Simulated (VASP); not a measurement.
# Cl (Cmce) in VASP: notebook, part 2 of 2

VASP 6.6.1. The steps go on from the part before.

## 4. Single point, PBE (38.12 Å³/atom)

This run uses another cell than the first one, of 38.12 Å³/atom.

Contents of INCAR:

```
SYSTEM = Cl
ALGO = Normal ; EDIFF = 1E-6
ENCUT = 520 ; GGA = PE
ISIF = 2 ; ISMEAR = -1
LASPH = .True. ; LCHARG = .True.
LELF = .True. ; LREAL = .False.
LVHAR = .True. ; LWAVE = .False.
NBANDS = 22 ; NELM = 80
PREC = Accurate ; SIGMA = 0.05
```

Contents of KPOINTS:

```
k-points
0
Gamma
  7 7 4
  0 0 0
```

Contents of POSCAR:

```
Cl
1.0
    4.0417694585     -2.2039586250      0.0000000000
    4.0417694585      2.2039586250      0.0000000000
    0.0000000000      0.0000000000      8.5576515482
Cl
4
Direct
    0.8863233309      0.1136766691      0.1064141082
    0.6136766691      0.3863233309      0.6064141082
    0.1136766691      0.8863233309      0.8935858918
    0.3863233309      0.6136766691      0.3935858918
```

Potentials or basis: VASP PAW PBE potentials, release 64 (Cl).

Run with:

```
$ cat potpaw_PBE.64/Cl/POTCAR > POTCAR
$ mpirun -np 1 vasp_std > vasp.out
```

OUTCAR:

```text
SYSTEM = Cl
   EDIFF = 1E-6
   ENCUT = 520
   GGA = PE
   ISIF = 2
   ISMEAR = -1
   LASPH = .True.
   LREAL = .False.
   NELM = 80
   PREC = Accurate

 ion  position               nearest neighbor table
   1  0.886  0.114  0.106-   3 2.08
   2  0.614  0.386  0.606-   4 2.08
   3  0.114  0.886  0.894-   1 2.08
   4  0.386  0.614  0.394-   2 2.08

  LATTYP: Found a base centered orthorhombic cell.
 ALAT       =     4.4079172500
 B/A-ratio  =     1.8338681192
 C/A-ratio  =     1.9414274504

  Lattice vectors:

 A1 = (  -4.0417694585,  -2.2039586250,   0.0000000000)
 A2 = (   4.0417694585,  -2.2039586250,   0.0000000000)
 A3 = (   0.0000000000,   0.0000000000,   8.5576515482)

Analysis of symmetry for initial positions (statically):
=====================================================================
 Subroutine PRICEL returns:
 Original cell was already a primitive cell.

 Routine SETGRP: Setting up the symmetry group for a
 base centered orthorhombic supercell.

[... 165 lines left out ...]
  ---------------------------------------------------
  ext. energy  EPLUGINS =         0.00000000
  ---------------------------------------------------
  free energy    TOTEN  =        -7.32691967 eV

  energy without entropy =       -7.32691967  energy(sigma->0) =       -7.32691967

 E-fermi :  -1.2906     XC(G=0):  -6.5587

 val. band max:       -2.3474385955   @ k =   0.0000   0.0000   0.0000
 cond. band min:      -0.2622966951   @ k =   0.0000   0.0000   0.0000
 fundamental gap:      2.0851419004
 Fermi energy:        -1.2905553862

 k-point     1 :       0.0000    0.0000    0.0000
  band No.  band energies     occupation
      1     -18.3310      2.00000
      2     -18.1323      2.00000
      3     -14.9454      2.00000
      4     -14.4452      2.00000
      5      -7.3481      2.00000
      6      -6.5287      2.00000
[... 589 lines left out ...]
     21       7.9168      0.00000
     22       8.2009      0.00000

 [... further k-points ...]
[... 5 lines left out ...]
  --------------------------------------------------------------------------------------
  -------------------------------------------------------------------------------------
  Total       -0.0764448     -1.2061233     -3.4467618      0.0000000      0.0000000      0.0000000
  in kB       -0.8033391    -12.6748465    -36.2211540      0.0000000      0.0000000      0.0000000
  external PRESSURE =     -16.5664465 kB  Pullay stress =       0.0000000 kB

 VOLUME and BASIS-vectors are now :
 -----------------------------------------------------------------------------
  energy-cutoff  :      520.00
  volume of cell :      152.46
      direct lattice vectors                 reciprocal lattice vectors
     4.041769459 -2.203958625  0.000000000     0.123708194 -0.226864513  0.000000000
     4.041769459  2.203958625  0.000000000     0.123708194  0.226864513  0.000000000
     0.000000000  0.000000000  8.557651548     0.000000000  0.000000000  0.116854489

 POSITION                                       TOTAL-FORCE (eV/Angst)
 -----------------------------------------------------------------------------------
      4.04177     -1.70288      0.91065         0.000000     -0.460960     -0.794646
      4.04177     -0.50108      5.18948         0.000000      0.460960     -0.794646
      4.04177      1.70288      7.64700         0.000000      0.460960      0.794646
      4.04177      0.50108      3.36817         0.000000     -0.460960      0.794646
 -----------------------------------------------------------------------------------
    total drift:                               -0.000000      0.000000      0.000000

  FREE ENERGIE OF THE ION-ELECTRON SYSTEM (eV)
  ---------------------------------------------------
  free  energy   TOTEN  =        -7.3269196731 eV

  energy  without entropy=       -7.3269196727  energy(sigma->0) =       -7.32691967
```

OSZICAR:

```text
N       E                     dE             d eps       ncg     rms          rms(c)
DAV:   1     0.192614157285E+03    0.19261E+03   -0.11374E+04  2112   0.104E+03
DAV:   2     0.964345236874E+01   -0.18297E+03   -0.17740E+03  3000   0.193E+02
DAV:   3    -0.760749235641E+01   -0.17251E+02   -0.17179E+02  2740   0.684E+01
DAV:   4    -0.784887262447E+01   -0.24138E+00   -0.24129E+00  2796   0.978E+00
DAV:   5    -0.785301494315E+01   -0.41423E-02   -0.41422E-02  2788   0.129E+00    0.133E+01
DAV:   6    -0.746393957978E+01    0.38908E+00   -0.26920E-01  2628   0.284E+00    0.877E+00
DAV:   7    -0.733848677559E+01    0.12545E+00   -0.58621E-01  2598   0.408E+00    0.828E-01
DAV:   8    -0.732659880208E+01    0.11888E-01   -0.68890E-02  2358   0.152E+00    0.372E-01
DAV:   9    -0.732676851254E+01   -0.16971E-03   -0.15946E-03  2630   0.249E-01    0.659E-02
DAV:  10    -0.732691079646E+01   -0.14228E-03   -0.17487E-04  2880   0.839E-02    0.646E-02
DAV:  11    -0.732691868194E+01   -0.78855E-05   -0.50767E-05  2622   0.397E-02    0.104E-02
DAV:  12    -0.732691967309E+01   -0.99115E-06   -0.48400E-06  2598   0.136E-02
   1 F= -.73269197E+01 E0= -.73269197E+01  d E =-.344952E-09
```

stdout:

```text
POSCAR found type information on POSCAR Cl
 POSCAR found :  1 types and       4 ions
 scaLAPACK will be used
 LDA part: xc-table for (Slater+PW92), standard interpolation
 POSCAR, INCAR and KPOINTS ok, starting setup
 FFT: planning ... GRIDC
 FFT: planning ... GRID_SOFT
 FFT: planning ... GRID
 WAVECAR not read
 entering main loop
```

Wall time 3.7 min (1 thread of Oxide Virtual Turin-like, shared host); peak memory 0.28 GiB.

What came out:

```
Free energy            : -7.3269 eV
Pressure               : -1.7 GPa
Largest force          : 0.919 eV/Å
Band gap on the k mesh : 2.09 eV
```

Forces in eV/Å, atoms in the order of the input:
```
Cl   0.000 -0.461 -0.795
Cl   0.000  0.461 -0.795
Cl   0.000  0.461  0.795
Cl   0.000 -0.461  0.795
```

Caveat: this functional lacks dispersion, which holds the molecules together, so the pressure and a relaxed volume are unreliable. A k mesh can miss the band edges.

## 5. Summary

| cell | gap on the mesh (eV) | pressure (GPa) | largest force (eV/Å) |
| --- | --- | --- | --- |
| a = 4.487, b = 4.487, c = 8.341 Å, angles 90.0, 90.0, 57.2°, 4 atoms | 2.34 | -0.3 | 0.18 |
| a = 4.546, b = 4.546, c = 8.451 Å, angles 90.0, 90.0, 57.2°, 4 atoms | 2.21 | -1.1 | 0.58 |
| a = 4.604, b = 4.604, c = 8.558 Å, angles 90.0, 90.0, 57.2°, 4 atoms | 2.09 | -1.7 | 0.92 |

Alike in all rows: task single point; level PBE; potentials or basis VASP PAW PBE potentials, release 64 (Cl); no spin polarisation; k mesh 7 × 7 × 4; cutoff (eV) 520; smearing fermi-dirac 0.05 eV.

Caveats: this functional lacks dispersion, which holds the molecules together, so the pressure and a relaxed volume are unreliable.

Absolute energies hang on the potentials; compare differences alone.
